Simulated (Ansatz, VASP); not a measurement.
**ScAgTe2: VASP beside Ansatz**

Contents of INCAR:

```
SYSTEM = ScAgTe2
PREC = Accurate
ENCUT = 520
EDIFF = 1E-7
ISMEAR = 0
SIGMA = 0.01
LREAL = .FALSE.
LASPH = .TRUE.
NELM = 60
ALGO = Normal
ISIF = 2
LWAVE = .FALSE.
LCHARG = .TRUE.
GGA = PE
LELF = .TRUE.
LVHAR = .TRUE.
NBANDS = 25
```

Contents of KPOINTS:

```
regular mesh
0
G
  6 6 6
  0 0 0
```

Contents of POSCAR:

```
ScAgTe2
1.0
    2.1330674556      1.2315270697      7.0813868602
   -2.1330674556      1.2315270697      7.0813868602
    0.0000000000     -2.4630541394      7.0813868602
Ag Sc Te
1 1 2
Direct
    1.0000000000      0.0000000000      0.0000000000
    0.5000000000      0.5000000000      0.5000000000
    0.2467595872      0.2467595872      0.2467595872
    0.7532404128      0.7532404128      0.7532404128
```

Input for Ansatz:

```yaml
crystal:
  lattice:
    - [2.1330674556, 1.2315270697, 7.0813868602]
    - [-2.1330674556, 1.2315270697, 7.0813868602]
    - [0.0, -2.4630541394, 7.0813868602]
  atoms:
    - { symbol: Ag, position: [1.0, 0.0, 0.0] }
    - { symbol: Sc, position: [0.5, 0.5, 0.5] }
    - { symbol: Te, position: [0.2467595872, 0.2467595872, 0.2467595872] }
    - { symbol: Te, position: [0.7532404128, 0.7532404128, 0.7532404128] }
kpoints:
  mp_grid: { grid: [6, 6, 6] }
hamiltonian:
  xc: pbe
scf:
  occupations: { method: fixed }
  n_extra_bands: 5
output:
  forces: true
  stress: true
  eigenvalues: true
```

Alike in both runs: task single point; functional PBE; k mesh 6 × 6 × 6; no spin polarisation.

|  | VASP | Ansatz |
| --- | --- | --- |
| version | VASP 6.6.1 | Ansatz 0.2.0 |
| potentials or method | VASP PAW PBE potentials, release 64 (Ag, Sc_sv, Te) | plane waves, PAW |
| plane-wave cutoff (eV) | 520 | 420 |
| occupations | gaussian, width 0.01 eV | fixed |
| valence electrons in the cell | 34 | 62 |

```csv
,VASP,Ansatz,Ansatz less VASP
gap on the k mesh at the Fermi level (eV),0.36,0.37,+0.007
pressure (GPa),-1.5,-1.5,-0.04
rms of the force components (eV/Å),0.027,0.034,+0.0066
```

Atom by atom the forces differ by 0.007 eV/Å (rms over components). VASP's potentials hold 34 valence electrons a cell and Ansatz's 62, so a difference there can come from the potentials and not from the codes.

Spin-orbit coupling is off throughout.
